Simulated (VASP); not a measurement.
# Ca: single point with LDA

The system is Ca.

```
Ca
1.0
     4.09940    0.00000    0.00000
    -2.04970    3.55018    0.00000
     0.00000    0.00000    6.52000
Ca
2
Direct
  0.33333 0.66667 0.25000
  0.66667 0.33333 0.75000
```

This cell differs from its parent crystal: strain +0.030 along x and y, +0.000 along z.

```yaml
Program: VASP 6.6.1
Task: single point
Functional: LDA
Potentials_or_basis: VASP PAW LDA potentials, release 64 (Ca_sv)
Cutoff: 520 eV
k_mesh: 15 × 15 × 8
Occupations: gaussian, width 0.15 eV
Spin: no spin polarisation
```

| Quantity | Value |
| --- | --- |
| Pressure | -2.9 GPa |
| Band gap on the k mesh | zero (band 10 reaches 1.62 eV, above the bottom of band 11 at 1.19 eV) |

Stress tensor (GPa, compression positive):
```
-3.09  0.00  0.00
 0.00 -3.09  0.00
 0.00  0.00 -2.50
```

Levels at points of the mesh, in eV from the Fermi level:
| k point | band 8 | band 9 | band 10 | band 11 | band 12 | band 13 |
| --- | --- | --- | --- | --- | --- | --- |
| (0.00, 0.00, 0.00) | -23.10 | -3.86 | -0.96 | -0.12 | 1.98 | 1.98 |
| (0.00, 0.00, 0.50) | -23.11 | -2.89 | -2.89 | 1.32 | 1.32 | 1.95 |

Wall time 66 s on 1 thread of Intel(R) Xeon(R) 6975P-C (Granite Rapids) (shared host), peak memory 0.3 GiB.

Caveat: the cell differs from its parent crystal (strain +0.030 along x and y, +0.000 along z).
